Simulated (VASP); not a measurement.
A run of VASP 6.6.1 is set up as follows.

The input INCAR:

```
PREC     = Accurate       # precision mode
ENCUT    = 520            # plane-wave cutoff, eV
EDIFF    = 1E-6           # SCF threshold, eV
ISMEAR   = 0              # smearing method
SIGMA    = 0.05           # smearing width, eV
LREAL    = False          # projectors in reciprocal space
LASPH    = True           # aspherical terms in the spheres
NELM     = 100            # most SCF steps
ALGO     = Normal         # electronic algorithm
ISIF     = 2              # what is computed and relaxed
LWAVE    = False          # write WAVECAR
LCHARG   = False          # write CHGCAR
GGA      = PS             # functional
NBANDS   = 18             # bands
```

Contents of KPOINTS:

```
Automatic mesh
0
Gamma
  6 6 4
```

POSCAR

```
N
1.0
    4.0840619700      0.0000000000      0.0000000000
    0.0000000000      4.0840619700      0.0000000000
    0.0000000000      0.0000000000      5.3459132500
N
4
Direct
    0.9042752000      0.8675470600     -0.0280588167
    0.5957248000      0.4042752000      0.5000000000
    0.0957248000      0.0957248000      0.0000000000
    0.4042752000      0.5957248000      0.5000000000
```

Potentials or basis: VASP PAW PBE potentials, release 64 (N).

Run with:

```console
$ cat potpaw_PBE.64/N/POTCAR > POTCAR
$ mpirun -np 1 vasp_std > vasp.out
```

(1) Estimate the band gap on the k mesh.

(2) Predict the pressure.

(3) What does it give for the largest force?

Results:

(1) 5.88 eV, indirect (least direct gap 6.12 eV).

(2) -7.5 GPa.

(3) 11.328 eV/Å.

Caveat: the cell differs from its parent crystal (atom 1 (N) moved by (-0.150, -0.150) A along y and z); the standard files for N, O and F lose accuracy on very short bonds; the PAW data sets were made with another functional, which shifts forces and pressure a little.
